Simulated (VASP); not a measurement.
**Zr3ScN4: relaxation of cell and atoms with PBE**

The system is Zr3ScN4.

```
Zr Sc N
1.0
    -3.02146    3.02146    3.02146
     3.02146   -3.02146    3.02146
     3.02146    3.02146   -3.02146
Zr Sc N
3 1 4
Direct
  0.50000 0.00000 0.50000
  0.00000 0.50000 0.50000
  0.50000 0.50000 0.00000
  0.00000 0.00000 0.00000
  0.64876 0.64876 0.64876
  0.00000 0.35124 0.00000
  0.35124 0.00000 0.00000
  0.00000 0.00000 0.35124
```

The cell was built from a structure type or drawn by symmetry, and may not be a known phase.

```
Program                : VASP 6.6.1
Task                   : relaxation of cell and atoms
Functional             : PBE
Potentials or basis    : VASP PAW PBE potentials, release 64 (Zr_sv, Sc_sv, N)
Cutoff                 : 600 eV
k mesh                 : 4 × 4 × 4
Occupations            : gaussian, width 0.1 eV
Spin                   : no spin polarisation
Dipole correction      : no
Further INCAR settings : ALGO = Normal; EDIFF = 1e-06; IBRION = 2; EDIFFG = -0.04; NSW = 90; ISIF = 3
```

```
Relaxed volume                        : 11.67 Å³/atom
Relaxed cell                          : a = 4.950 Å, b = 4.950 Å, c = 4.950 Å, α = 109.47°, β = 109.47°, γ = 109.47°
Space group after relaxing (to 0.1 Å) : I-43m (No. 217)
Energy gained by relaxing             : 485.3 meV/atom
Ionic steps                           : 10
Pressure after relaxing               : 0.0 GPa
Largest force after relaxing          : 0.003 eV/Å
Band gap on the k mesh                : zero (an odd number of electrons rules out a gap without spin polarisation)
```

Forces in eV/Å, atoms in the order of the input:
```
Zr   0.000  0.000  0.000
Zr   0.000  0.000  0.000
Zr   0.000  0.000  0.000
Sc   0.000  0.000  0.000
N    0.002  0.002  0.002
N   -0.002  0.002 -0.002
N    0.002 -0.002 -0.002
N   -0.002 -0.002  0.002
```

Step by step:
| step | energy change (eV) | largest force (eV/Å) | pressure (GPa) | volume (Å³) |
| --- | --- | --- | --- | --- |
| 1 | 0.0000 | 5.8693 | 0.42 | 110.33 |
| 2 | -2.6362 | 0.0192 | -19.81 | 110.92 |
| 3 | -2.6376 | 0.0723 | -19.42 | 110.90 |
| 4 | -3.4692 | 0.7050 | 19.54 | 86.44 |
| 5 | -3.8306 | 0.4803 | 1.64 | 94.05 |
| 6 | -3.8304 | 0.4894 | 2.24 | 93.73 |
| 7 | -3.8750 | 0.1740 | 1.20 | 93.30 |
| 8 | -3.8821 | 0.0087 | 0.65 | 93.02 |
| 9 | -3.8819 | 0.0176 | -0.76 | 93.74 |
| 10 | -3.8827 | 0.0035 | -0.01 | 93.35 |

Final structure:
```
Zr Sc N
1.0
    -2.85776    2.85776    2.85776
     2.85776   -2.85776    2.85776
     2.85776    2.85776   -2.85776
Zr Sc N
3 1 4
Cartesian
  0.0000 2.8578 0.0000
  2.8578 0.0000 0.0000
  0.0000 0.0000 2.8578
  0.0000 0.0000 0.0000
  1.6186 1.6186 1.6186
  1.2392 -1.2392 1.2392
  -1.2392 1.2392 1.2392
  1.2392 1.2392 -1.2392
```

Levels at points of the mesh, in eV from the Fermi level:
| k point | band 31 | band 32 | band 33 | band 34 | band 35 | band 36 |
| --- | --- | --- | --- | --- | --- | --- |
| (0.00, 0.00, 0.00) | -1.18 | -1.18 | -1.10 | -1.10 | 1.56 | 1.56 |
| (0.50, 0.00, 0.00) | -1.62 | -1.62 | -0.33 | 0.67 | 1.71 | 1.78 |
| (0.50, 0.50, 0.50) | -1.96 | -1.96 | -1.30 | -0.75 | -0.75 | 5.01 |

It took 7.1 min on 1 thread of Intel(R) Xeon(R) Platinum 8375C CPU @ 2.90GHz (Ice Lake) (shared host), peak memory 0.29 GiB.

Caveat: the k points lie up to 0.39 Å⁻¹ apart in the final cell, too coarse for converged energies and pressures of a metal; the volume moved by over 15 % at a fixed basis, so the end points are rough.
